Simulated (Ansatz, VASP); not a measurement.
**BaZrO3 in VASP and in Ansatz**

```xyz
20
Lattice="8.3827 0.0000 0.0000 0.0000 8.3827 0.0000 0.0000 0.0000 4.1913" Properties=species:S:1:pos:R:3 pbc="T T T"
Ba    0.0000    0.0000    0.0000
Ba    0.0000    4.1913    0.0000
Ba    4.1913    0.0000    0.0000
Ba    4.1913    4.1913    0.0000
Zr    2.0957    2.0957    2.0957
Zr    2.0957    6.2870    2.0957
Zr    6.2870    2.0957    2.0957
Zr    6.2870    6.2870    2.0957
O     0.0000    2.0957    2.0957
O     2.0957    0.0000    2.0957
O     2.0957    2.0957    0.0000
O     0.0000    6.2870    2.0957
O     2.0957    4.1913    2.0957
O     2.0957    6.2870    0.0000
O     4.1913    2.0957    2.0957
O     6.2870    0.0000    2.0957
O     6.2870    2.0957    0.0000
O     4.1913    6.2870    2.0957
O     6.2870    4.1913    2.0957
O     6.2870    6.2870    0.0000
```

Alike in both runs: task single point; functional PBE; k mesh 1 × 1 × 2; occupations fermi-dirac, width 0.05 eV; no spin polarisation.

```csv
,VASP,Ansatz
version,VASP 6.6.1,Ansatz 0.2.0
potentials or method,"VASP PAW PBE potentials, release 64 (Ba_sv, Zr_sv, O), cutoff 600 eV","plane waves, PAW"
valence electrons in the cell,160,160
```

|  | VASP | Ansatz | Ansatz less VASP |
| --- | --- | --- | --- |
| gap on the k mesh at the Fermi level (eV) | 2.99 | 3.04 | +0.051 |

The k mesh is coarse, so the values compare programs but aren't converged. Neither program's run includes spin-orbit coupling.
